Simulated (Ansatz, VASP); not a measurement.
# CdS: VASP beside Ansatz

INCAR

```
PREC = Accurate
ENCUT = 520
EDIFF = 1E-8
ISMEAR = -1
SIGMA = 0.03
LREAL = F
LASPH = T
NELM = 60
ALGO = Normal
ISIF = 2
LWAVE = F
LCHARG = F
GGA = PS
LEFG = T
NBANDS = 16
```

File KPOINTS:

```
regular mesh
0
Gamma
  7 7 7
```

Contents of POSCAR:

```
CdS
1.0
    0.0000000000      2.9165000000      2.9165000000
    2.9165000000      0.0000000000      2.9165000000
    2.9165000000      2.9165000000      0.0000000000
Cd S
1 1
Direct
    0.0000000000      0.0000000000      0.0000000000
    0.2500000000      0.2500000000      0.2500000000
```

Input for Ansatz:

```yaml
crystal:
  lattice:
    - [0.0, 2.9165, 2.9165]
    - [2.9165, 0.0, 2.9165]
    - [2.9165, 2.9165, 0.0]
  atoms:
    - { symbol: Cd, position: [0.0, 0.0, 0.0] }
    - { symbol: S, position: [0.25, 0.25, 0.25] }
kpoints:
  mp_grid: { grid: [7, 7, 7] }
scf:
  occupations: { method: fermi_dirac, width: 0.03 }
hamiltonian:
  xc: pbesol
  pseudopotentials: { kind: all_electron, datasets: crystal }
output:
  forces: true
  stress: true
  eigenvalues: true
  efg: { contact_densities: true }
```

Change from the starting cell: shortest bond scaled by 1, crystal datasets.

Alike in both runs: task electric field gradients; functional PBEsol; k mesh 7 × 7 × 7; occupations fermi-dirac, width 0.03 eV; no spin polarisation.

|  | VASP | Ansatz |
| --- | --- | --- |
| version | VASP 6.6.1 | Ansatz 0.2.0 |
| potentials or method | VASP PAW PBE potentials, release 64 (Cd, S), cutoff 520 eV | all-electron PAW with datasets made for the crystal, scalar-relativistic |

Ansatz gave:

* pressure (GPa): -0.2

Question: Estimate VASP's values.

Answer: Pressure (GPa): 0.1.

VASP's potentials were made for PBE, not for PBEsol. Ansatz ran all-electron here, and VASP with PAW potentials.
